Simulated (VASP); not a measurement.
B:

```
B
1.0
     2.45400    1.41682    4.18900
    -2.45400    1.41682    4.18900
     0.00000   -2.83364    4.18900
B
12
Direct
  0.01040 0.65730 0.01040
  0.01040 0.01040 0.65730
  0.65730 0.01040 0.01040
  0.98960 0.34270 0.98960
  0.34270 0.98960 0.98960
  0.98960 0.98960 0.34270
  0.22060 0.63230 0.22060
  0.22060 0.22060 0.63230
  0.63230 0.22060 0.22060
  0.77940 0.36770 0.77940
  0.36770 0.77940 0.77940
  0.77940 0.77940 0.36770
```

```yaml
Program: VASP 6.6.1
Task: relaxation of cell and atoms
Functional: PBE
Potentials_or_basis: VASP PAW PBE potentials, release 64 (B)
Cutoff: 600 eV
k_mesh: 7 × 7 × 7
Occupations: fermi-dirac, width 0.01 eV
Spin: no spin polarisation
```

At the start: pressure -0.3 GPa; volume 7.28 Å³/atom.

Where does the relaxation end?

Over 8 steps the energy falls by 4.1 meV/atom and the volume is 7.24 Å³/atom (-0.5 %); space group R-3m (No. 166, to 0.05 Å).

Step by step:
```
step  energy change (eV)  largest force (eV/Å)  pressure (GPa)  volume (Å³)
   1              0.0000                0.8648           -0.28        87.39
   2              0.0592                1.4333           -1.30        87.23
   3             -0.0472                0.0790           -0.94        87.32
   4             -0.0494                0.0472            0.26        86.84
   5             -0.0495                0.0283            0.01        86.94
   6             -0.0497                0.0107           -0.02        86.92
   7             -0.0497                0.0109           -0.02        86.92
   8             -0.0497                0.0079            0.00        86.91
```

Final structure:
```
B
1.0
     2.44934    1.41413    4.18192
    -2.44934    1.41413    4.18192
     0.00000   -2.82826    4.18192
B
12
Direct
  0.01030 0.65398 0.01030
  0.01030 0.01030 0.65398
  0.65398 0.01030 0.01030
  0.98970 0.34602 0.98970
  0.34602 0.98970 0.98970
  0.98970 0.98970 0.34602
  0.22109 0.63051 0.22109
  0.22109 0.22109 0.63051
  0.63051 0.22109 0.22109
  0.77891 0.36949 0.77891
  0.36949 0.77891 0.77891
  0.77891 0.77891 0.36949
```
